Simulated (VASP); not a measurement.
# In (I4/mmm) in VASP: a series of runs, part 2 of 3

VASP 6.6.1.

### 3 Single point, LDA (27.50 Å³/atom)

This run uses another cell than the first one, of 27.50 Å³/atom.

INCAR

```
PREC     = Accurate       # precision mode
ENCUT    = 520            # plane-wave cutoff, eV
EDIFF    = 1E-7           # SCF threshold, eV
ISMEAR   = 0              # smearing method
SIGMA    = 0.15           # smearing width, eV
LREAL    = F              # projectors in reciprocal space
LASPH    = T              # aspherical terms in the spheres
NELM     = 80             # most SCF steps
ALGO     = Fast           # electronic algorithm
ISIF     = 2              # what is computed and relaxed
LWAVE    = F              # write WAVECAR
LCHARG   = F              # write CHGCAR
GGA      = CA             # functional
NBANDS   = 12             # bands
```

KPOINTS

```
Automatic mesh
0
Gamma
  22 22 22
```

POSCAR

```
In
1.0
   -1.6359101669      1.6359101669      2.5690324608
    1.6359101669     -1.6359101669      2.5690324608
    1.6359101669      1.6359101669     -2.5690324608
In
1
Direct
    0.0000000000      0.0000000000      0.0000000000
```

Potentials or basis: VASP PAW LDA potentials, release 64 (In_d).

Command:

```sh
$ cat potpaw_LDA.64/In_d/POTCAR > POTCAR
$ mpirun -np 1 vasp_std > vasp.out
```

OUTCAR:

```text
PREC = Accurate
   ENCUT = 520
   EDIFF = 1E-7
   ISMEAR = 0
   LREAL = F
   LASPH = T
   NELM = 80
   ISIF = 2
   GGA = CA

 ion  position               nearest neighbor table
   1  0.000  0.000  0.000-

  LATTYP: Found a body centered tetragonal cell.
 ALAT       =     3.2718203338
 C/A-ratio  =     1.5703994711

  Lattice vectors:

 A1 = (  -1.6359101669,   1.6359101669,   2.5690324608)
 A2 = (   1.6359101669,  -1.6359101669,   2.5690324608)
 A3 = (   1.6359101669,   1.6359101669,  -2.5690324608)

Analysis of symmetry for initial positions (statically):
=====================================================================
 Subroutine PRICEL returns:
 Original cell was already a primitive cell.

 Routine SETGRP: Setting up the symmetry group for a
 body centered tetragonal supercell.

 Subroutine GETGRP returns: Found 16 space group operations
 (whereof 16 operations were pure point group operations)
 out of a pool of 16 trial point group operations.

The static configuration has the point symmetry D_4h.

Analysis of symmetry for dynamics (positions and initial velocities):
=====================================================================
 Subroutine PRICEL returns:
 Original cell was already a primitive cell.

 Routine SETGRP: Setting up the symmetry group for a
 body centered tetragonal supercell.

 Subroutine GETGRP returns: Found 16 space group operations
 (whereof 16 operations were pure point group operations)
 out of a pool of 16 trial point group operations.

The dynamic configuration has the point symmetry D_4h.

 Subroutine INISYM returns: Found 16 space group operations
 (whereof 16 operations are pure point group operations),
 and found     1 'primitive' translations

----------------------------------------------------------------------------------------

                                     Primitive cell

[... 114 lines left out ...]
   LHFCALC =     F    Hartree Fock is set to
   AEXX    =    0.0000 exact exchange contribution
   IVDW    =     0    specifies the selected vdW correction
   LEPSILON=     F    determine dielectric tensor
   LRPA    =     F    only Hartree local field effects (RPA)
 non-spin polarized calculation
 RMM-DIIS sequential band-by-band and
 Gauss-broadening in eV      SIGMA  =   0.15
  energy-cutoff  :      520.00
  volume of cell :       27.50
 maximum number of plane-waves:       753
 NGX is ok and might be reduce to    28
   NGX = 13   NGY = 13   NGZ = 13

 number of electron      12.9999997 magnetization

 Free energy of the ion-electron system (eV)
  ---------------------------------------------------
  ext. energy  EPLUGINS =         0.00000000
  ---------------------------------------------------
  free energy    TOTEN  =        -3.18005265 eV

  energy without entropy =       -3.17549242  energy(sigma->0) =       -3.17777253

 E-fermi :   6.6241     XC(G=0): -10.2906

 val. band max:        6.6115733979   @ k =  -0.4545   0.2273   0.0000
 cond. band min:       6.6356773789   @ k =  -0.2273  -0.4091   0.1364
 fundamental gap:      0.0241039810
 Fermi energy:         6.6241023172

 k-point     1 :       0.0000    0.0000    0.0000
  band No.  band energies     occupation
      1      -7.9341      2.00000
      2      -7.7949      2.00000
      3      -7.7949      2.00000
      4      -7.7618      2.00000
      5      -7.6266      2.00000
      6      -2.5664      2.00000
      7      16.6421      0.00000
      8      16.6421      0.00000
      9      16.7780      0.00000
     10      18.3010      0.00000
     11      20.2478      0.00000
     12      20.4768      0.00000
[... 331 lines left out ...]
 k-point    24 :      -0.4545    0.0455    0.0000
  band No.  band energies     occupation
      1      -7.8906      2.00000
      2      -7.8798      2.00000
      3      -7.7779      2.00000
      4      -7.5872      2.00000
      5      -7.5364      2.00000
      6       1.6260      2.00000
      7       4.4645      2.00000
      8      13.2993      0.00000
      9      15.3789      0.00000
     10      17.3652      0.00000
     11      17.7850      0.00000
     12      20.4347      0.00000

 [... further k-points ...]

------------------------ aborting loop because EDIFF is reached ----------------------------------------

  FORCE on cell =-STRESS in cart. coord.  units (eV):
  Direction    XX          YY          ZZ          XY          YZ          ZX
  --------------------------------------------------------------------------------------
  -------------------------------------------------------------------------------------
  Total       -0.6997843     -0.6997843     -0.7228767      0.0000000      0.0000000      0.0000000
  in kB      -40.7686485    -40.7686485    -42.1139831      0.0000000      0.0000000      0.0000000
  external PRESSURE =     -41.2170934 kB  Pullay stress =       0.0000000 kB

 VOLUME and BASIS-vectors are now :
 -----------------------------------------------------------------------------
  energy-cutoff  :      520.00
  volume of cell :       27.50
      direct lattice vectors                 reciprocal lattice vectors
    -1.635910167  1.635910167  2.569032461     0.000000000  0.305640255  0.194625801
     1.635910167 -1.635910167  2.569032461     0.305640255  0.000000000  0.194625801
     1.635910167  1.635910167 -2.569032461     0.305640255  0.305640255  0.000000000

 POSITION                                       TOTAL-FORCE (eV/Angst)
 -----------------------------------------------------------------------------------
      0.00000      0.00000      0.00000         0.000000     -0.000000     -0.000000
 -----------------------------------------------------------------------------------
    total drift:                                0.000000     -0.000000     -0.000000

  FREE ENERGIE OF THE ION-ELECTRON SYSTEM (eV)
  ---------------------------------------------------
  free  energy   TOTEN  =        -3.1800526491 eV

  energy  without entropy=       -3.1754924195  energy(sigma->0) =       -3.17777253
```

stdout:

```text
POSCAR found type information on POSCAR In
 POSCAR found :  1 types and       1 ions
 scaLAPACK will be used
 LDA part: xc-table for (Slater(with rela. corr.)+CA(PZ))
 , standard interpolation
 POSCAR, INCAR and KPOINTS ok, starting setup
 FFT: planning ... GRIDC
 FFT: planning ... GRID_SOFT
 FFT: planning ... GRID
 WAVECAR not read
 entering main loop
WARNING in EDDRMM: call to ZHEGV failed, returncode =   8  4     10
WARNING in EDDRMM: call to ZHEGV failed, returncode =   8  4     10
WARNING in EDDRMM: call to ZHEGV failed, returncode =   8  4     11
WARNING in EDDRMM: call to ZHEGV failed, returncode =   8  4     12
WARNING in EDDRMM: call to ZHEGV failed, returncode =   8  4     11
WARNING in EDDRMM: call to ZHEGV failed, returncode =   8  4     11
WARNING in EDDRMM: call to ZHEGV failed, returncode =   6  3     10
WARNING in EDDRMM: call to ZHEGV failed, returncode =   6  3      9
WARNING in EDDRMM: call to ZHEGV failed, returncode =   8  4     11
WARNING in EDDRMM: call to ZHEGV failed, returncode =   6  3      7
WARNING in EDDRMM: call to ZHEGV failed, returncode =   8  4     12
WARNING in EDDRMM: call to ZHEGV failed, returncode =   8  4     12
WARNING in EDDRMM: call to ZHEGV failed, returncode =   6  3      9
WARNING in EDDRMM: call to ZHEGV failed, returncode =   6  3      9
```

Run time: 2.4 min. Hardware: 1 thread of Intel Xeon 6975P-C (Granite Rapids), shared host; peak memory 0.35 GiB.

What came out:

```yaml
Free_energy: -3.1801 eV
Pressure: -4.1 GPa
Band_gap_on_the_k_mesh: zero (an odd number of electrons rules out a gap without spin polarisation)
```

Levels at points of the mesh, in eV from the Fermi level:
```csv
k point,band 3,band 4,band 5,band 6,band 7,band 8,band 9,band 10
"(0.00, 0.00, 0.00)",-14.42,-14.39,-14.25,-9.19,10.02,10.02,10.15,11.68
"(0.50, 0.00, 0.00)",-14.40,-14.20,-14.15,-4.29,-3.09,6.80,9.02,10.69
"(0.50, 0.50, 0.00)",-14.19,-14.19,-14.08,-1.66,-1.64,3.21,3.85,6.76
"(0.50, 0.50, 0.50)",-14.17,-14.16,-14.16,-3.35,-2.60,4.88,4.88,8.35
```

Caveat: the cell stands under tension; spin-orbit coupling is left out, which moves the levels of the heavy elements.

### 4 Single point, LDA (27.50 Å³/atom)

This run uses another cell than the first one, of 27.50 Å³/atom.

INCAR

```
SYSTEM = In
PREC = Accurate
ENCUT = 520
EDIFF = 1E-7
ISMEAR = 0
SIGMA = 0.15
LREAL = .False.
LASPH = .True.
NELM = 60
ALGO = Fast
ISIF = 2
LWAVE = .False.
LCHARG = .True.
GGA = CA
LELF = .True.
LVHAR = .True.
NBANDS = 12
```

KPOINTS

```
regular mesh
0
Gamma
  22 22 22
  0 0 0
```

POSCAR

```
In
1.0
   -1.5926419549      1.5926419549      2.7105173431
    1.5926419549     -1.5926419549      2.7105173431
    1.5926419549      1.5926419549     -2.7105173431
In
1
Direct
    0.0000000000      0.0000000000      0.0000000000
```

Potentials or basis: VASP PAW LDA potentials, release 64 (In_d).

Command:

```sh
$ cat potpaw_LDA.64/In_d/POTCAR > POTCAR
$ mpirun -np 1 vasp_std > vasp.out
```

OUTCAR:

```text
SYSTEM = In
   PREC = Accurate
   ENCUT = 520
   EDIFF = 1E-7
   ISMEAR = 0
   LREAL = .False.
   LASPH = .True.
   NELM = 60
   ISIF = 2
   GGA = CA

 ion  position               nearest neighbor table
   1  0.000  0.000  0.000-

  LATTYP: Found a body centered tetragonal cell.
 ALAT       =     3.1852839098
 C/A-ratio  =     1.7019000000

  Lattice vectors:

 A1 = (  -1.5926419549,   1.5926419549,   2.7105173431)
 A2 = (   1.5926419549,  -1.5926419549,   2.7105173431)
 A3 = (   1.5926419549,   1.5926419549,  -2.7105173431)

Analysis of symmetry for initial positions (statically):
=====================================================================
 Subroutine PRICEL returns:
 Original cell was already a primitive cell.

 Routine SETGRP: Setting up the symmetry group for a
 body centered tetragonal supercell.

 Subroutine GETGRP returns: Found 16 space group operations
 (whereof 16 operations were pure point group operations)
 out of a pool of 16 trial point group operations.

The static configuration has the point symmetry D_4h.

Analysis of symmetry for dynamics (positions and initial velocities):
=====================================================================
 Subroutine PRICEL returns:
 Original cell was already a primitive cell.

 Routine SETGRP: Setting up the symmetry group for a
 body centered tetragonal supercell.

 Subroutine GETGRP returns: Found 16 space group operations
 (whereof 16 operations were pure point group operations)
 out of a pool of 16 trial point group operations.

The dynamic configuration has the point symmetry D_4h.

 Subroutine INISYM returns: Found 16 space group operations
 (whereof 16 operations are pure point group operations),
 and found     1 'primitive' translations

----------------------------------------------------------------------------------------

                                     Primitive cell

  volume of cell :      27.5010

  direct lattice vectors                    reciprocal lattice vectors
    -1.592641955  1.592641955  2.710517343     0.000000000  0.313943758  0.184466630
     1.592641955 -1.592641955  2.710517343     0.313943758  0.000000000  0.184466630
     1.592641955  1.592641955 -2.710517343     0.313943758  0.313943758  0.000000000

  length of vectors
     3.524190838  3.524190838  3.524190838     0.364127204  0.364127204  0.443983520

  position of ions in fractional coordinates (direct lattice)
     0.000000000  0.000000000  0.000000000

  ion indices of the primitive-cell ions
   primitive index   ion index
                 1           1

----------------------------------------------------------------------------------------

 KPOINTS: regular mesh

Automatic generation of k-mesh.
 Grid dimensions read from file:
 generate k-points for:   22   22   22

 Generating k-lattice:

  Cartesian coordinates                     Fractional coordinates (reciprocal lattice)
     0.000000000  0.014270171  0.008384847     0.045454545 -0.000000000  0.000000000
     0.014270171  0.000000000  0.008384847    -0.000000000  0.045454545  0.000000000
     0.014270171  0.014270171  0.000000000     0.000000000  0.000000000  0.045454545

  Length of vectors
     0.016551237  0.016551237  0.020181069

  Shift w.r.t. Gamma in fractional coordinates (k-lattice)
     0.000000000  0.000000000  0.000000000

 Subroutine IBZKPT returns following result:
 ===========================================

 Found    834 irreducible k-points:

 Following reciprocal coordinates:
            Coordinates               Weight
  0.000000  0.000000  0.000000      1.000000
  0.045455 -0.000000  0.000000      8.000000
  0.090909 -0.000000  0.000000      8.000000
  0.136364  0.000000  0.000000      8.000000
  0.181818 -0.000000  0.000000      8.000000
  0.227273 -0.000000  0.000000      8.000000
[... 16 lines left out ...]
  0.500000  0.045455  0.000000     16.000000
 -0.454545  0.045455 -0.000000     16.000000
 [... further k-points ...]
   k-points           NKPTS =    834   k-points in BZ     NKDIM =    834   number of bands    NBANDS=     12
   number of dos      NEDOS =    301   number of ions     NIONS =      1
   total plane-waves  NPLWV =  21952
   dimension x,y,z NGX =    28 NGY =   28 NGZ =   28
   dimension x,y,z NGXF=    56 NGYF=   56 NGZF=   56
   ions per type =               1
   NGX,Y,Z   is equivalent  to a cutoff of  13.21, 13.21, 13.21 a.u.
   NGXF,Y,Z  is equivalent  to a cutoff of  26.42, 26.42, 26.42 a.u.
 SYSTEM =  In
   PREC   = accura    normal or accurate (medium, high low for compatibility)
   ISTART =      0    job   : 0-new  1-cont  2-samecut
   ICHARG =      2    charge: 1-file 2-atom 10-const
   ISPIN  =      1    spin polarized calculation?
   LNONCOLLINEAR =      F non collinear calculations
   LSORBIT =      F    spin-orbit coupling
   LASPH  =      T    aspherical Exc in radial PAW
   ENCUT  =  520.0 eV  38.22 Ry    6.18 a.u.   6.55  6.55  6.55*2*pi/ulx,y,z
   NELM   =     60;   NELMIN=  2; NELMDL= -5     # of ELM steps
   EDIFF  = 0.1E-06   stopping-criterion for ELM
   LREAL  =      F    real-space projection
   EDIFFG = 0.1E-05   stopping-criterion for IOM
   NSW    =      0    number of steps for IOM
   IBRION =     -1    ionic relax: 0-MD 1-quasi-New 2-CG
   NFREE  =      0    steps in history (QN), initial steepest desc. (CG)
   ISIF   =      2    stress and relaxation
   ISYM   =      2    0-nonsym 1-usesym 2-fastsym
   POTIM  = 0.5000    time-step for ionic-motion
   TEBEG  =    0.0;   TEEND  =   0.0 temperature during run
   PSTRESS=    0.0 pullay stress
   NELECT =      13.0000    total number of electrons
   NUPDOWN=      -1.0000    fix difference up-down
   EMIN   =  10.00;   EMAX   =-10.00  energy-range for DOS
   EFERMI =   0.00;   METHOD = LEGACY
   ISMEAR =     0;   SIGMA  =   0.15  broadening in eV -4-tet -1-fermi 0-gaus
   EFERMI_NEDOS =   21; number of points for ismear=-14 and -15
   IALGO  =     68    algorithm
   IMIX   =      4    mixing-type and parameters
     AMIX     =   0.40;   BMIX     =  1.00
     AMIX_MAG =   1.60;   BMIX_MAG =  1.00
  volume/ion in A,a.u.               =      27.50       185.59
  Fermi-wavevector in a.u.,A,eV,Ry     =   1.275283  2.409935 22.127779  1.626346
  Thomas-Fermi vector in A             =   2.408004
   LORBIT       =      0    0 simple, 1 ext, 2 COOP (PROOUT), +10 PAW based schemes
   GGA     = CA    functional components
   LHFCALC =     F    Hartree Fock is set to
   AEXX    =    0.0000 exact exchange contribution
   IVDW    =     0    specifies the selected vdW correction
   LEPSILON=     F    determine dielectric tensor
   LRPA    =     F    only Hartree local field effects (RPA)
 non-spin polarized calculation
 RMM-DIIS sequential band-by-band and
 Gauss-broadening in eV      SIGMA  =   0.15
  energy-cutoff  :      520.00
  volume of cell :       27.50
 maximum number of plane-waves:       760
   NGX = 13   NGY = 13   NGZ = 13

 number of electron      12.9999999 magnetization

 Free energy of the ion-electron system (eV)
  ---------------------------------------------------
  ext. energy  EPLUGINS =         0.00000000
  ---------------------------------------------------
  free energy    TOTEN  =        -3.17614863 eV

  energy without entropy =       -3.17049961  energy(sigma->0) =       -3.17332412

 E-fermi :   6.6081     XC(G=0): -10.2867

 val. band max:        6.6058689994   @ k =  -0.2273  -0.3636   0.0455
 cond. band min:       6.6299192080   @ k =  -0.3636  -0.4091   0.2273
 fundamental gap:      0.0240502086
 Fermi energy:         6.6080891119

 k-point     1 :       0.0000    0.0000    0.0000
  band No.  band energies     occupation
      1      -8.0292      2.00000
      2      -7.8356      2.00000
      3      -7.7642      2.00000
      4      -7.7642      2.00000
      5      -7.5909      2.00000
      6      -2.5737      2.00000
      7      16.4092      0.00000
      8      16.7062      0.00000
      9      16.7062      0.00000
     10      18.5381      0.00000
     11      19.4756      0.00000
     12      20.3269      0.00000
[... 331 lines left out ...]
 k-point    24 :      -0.4545    0.0455   -0.0000
  band No.  band energies     occupation
      1      -7.9381      2.00000
      2      -7.9048      2.00000
      3      -7.7544      2.00000
      4      -7.6075      2.00000
      5      -7.5353      2.00000
      6       1.6907      2.00000
      7       4.4726      2.00000
      8      12.4067      0.00000
      9      16.1855      0.00000
     10      16.3987      0.00000
     11      18.1226      0.00000
     12      21.2274      0.00000

 [... further k-points ...]

------------------------ aborting loop because EDIFF is reached ----------------------------------------

  FORCE on cell =-STRESS in cart. coord.  units (eV):
  Direction    XX          YY          ZZ          XY          YZ          ZX
  --------------------------------------------------------------------------------------
  -------------------------------------------------------------------------------------
  Total       -0.6572571     -0.6572571     -0.7779976      0.0000000      0.0000000      0.0000000
  in kB      -38.2910621    -38.2910621    -45.3252667      0.0000000      0.0000000      0.0000000
  external PRESSURE =     -40.6357970 kB  Pullay stress =       0.0000000 kB

 VOLUME and BASIS-vectors are now :
 -----------------------------------------------------------------------------
  energy-cutoff  :      520.00
  volume of cell :       27.50
      direct lattice vectors                 reciprocal lattice vectors
    -1.592641955  1.592641955  2.710517343     0.000000000  0.313943758  0.184466630
     1.592641955 -1.592641955  2.710517343     0.313943758  0.000000000  0.184466630
     1.592641955  1.592641955 -2.710517343     0.313943758  0.313943758  0.000000000

 POSITION                                       TOTAL-FORCE (eV/Angst)
 -----------------------------------------------------------------------------------
      0.00000      0.00000      0.00000         0.000000      0.000000      0.000000
 -----------------------------------------------------------------------------------
    total drift:                                0.000000     -0.000000     -0.000000

  FREE ENERGIE OF THE ION-ELECTRON SYSTEM (eV)
  ---------------------------------------------------
  free  energy   TOTEN  =        -3.1761486329 eV

  energy  without entropy=       -3.1704996131  energy(sigma->0) =       -3.17332412
```

It took 2.5 min on 1 thread of Intel Xeon 6975P-C (Granite Rapids), shared host; peak memory 0.36 GiB.

Results:

* Free energy: -3.1761 eV
* Pressure: -4.1 GPa
* Band gap on the k mesh: zero (an odd number of electrons rules out a gap without spin polarisation)

Caveat: the cell stands under tension; spin-orbit coupling is left out, which moves the levels of the heavy elements.

(Part 2 of 3 ends here.)
